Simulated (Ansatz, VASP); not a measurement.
SiSn7 in VASP and in Ansatz

```xyz
8
Lattice="6.5055 0.0000 0.0000 0.0000 6.5055 0.0000 0.0000 0.0000 6.5055" Properties=species:S:1:pos:R:3 pbc="T T T"
Si    0.0000    0.0000    0.0000
Sn    0.0000    3.2527    3.2527
Sn    1.5514    4.9541    4.9541
Sn    3.2527    0.0000    3.2527
Sn    4.9541    1.5514    4.9541
Sn    4.9541    4.9541    1.5514
Sn    3.2527    3.2527    0.0000
Sn    1.5514    1.5514    1.5514
```

Alike in both runs: functional PBE; k mesh 6 × 6 × 6; occupations gaussian, width 0.1 eV; no spin polarisation.

Ansatz relaxed the structure, and its values are those at the end. VASP's run is a single point on that final structure, the one shown.

|  | VASP | Ansatz |
| --- | --- | --- |
| version | VASP 6.6.1 | Ansatz 0.2.0 |
| potentials or method | VASP PAW PBE potentials, release 64 (Si, Sn_d), cutoff 520 eV | scalar-relativistic, plane waves, PAW |
| valence electrons in the cell | 102 | 102 |

```tsv
	VASP	Ansatz	Ansatz less VASP
gap on the k mesh at the Fermi level (eV)	none	none	-
pressure (GPa)	0.0	0.0	+0.05
rms of the force components (eV/Å)	0.004	0.004	+0.0006
```

A gap of «none» marks a metal or a gap that the smearing closes.
